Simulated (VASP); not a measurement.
A run of VASP 6.6.1:

File INCAR:

```
ALGO = Normal
EDIFF = 1E-8
ENCUT = 520
GGA = PS
ISIF = 2
ISMEAR = -1
LASPH = True
LCHARG = False
LEFG = True
LREAL = False
LWAVE = False
NBANDS = 15
NELM = 60
PREC = Accurate
SIGMA = 0.05
```

Contents of KPOINTS:

```
k-points
0
Gamma
  13 13 11
```

File POSCAR:

```
HfB2
1.0
    3.1504320712      0.0000000000      0.0000000000
   -1.5752160356      2.7283542065      0.0000000000
    0.0000000000      0.0000000000      3.4915615467
Hf B
1 2
Direct
    0.0000000000      0.0000000000      0.0000000000
    0.3333333333      0.6666666667      0.5000000000
    0.6666666667      0.3333333333      0.5000000000
```

Potentials or basis: VASP PAW PBE potentials, release 64 (Hf_pv, B).

Command:

```sh
$ cat potpaw_PBE.64/Hf_pv/POTCAR potpaw_PBE.64/B/POTCAR > POTCAR
$ mpirun -np 1 vasp_std > vasp.out
```

Hardware: 1 thread of Intel Xeon 8259CL (shared host).

Estimate the wall time of this run.

It took 83 s on 1 thread of Intel Xeon 8259CL (shared host), peak memory 0.19 GiB. Counts: scf iterations 16, k points 126.
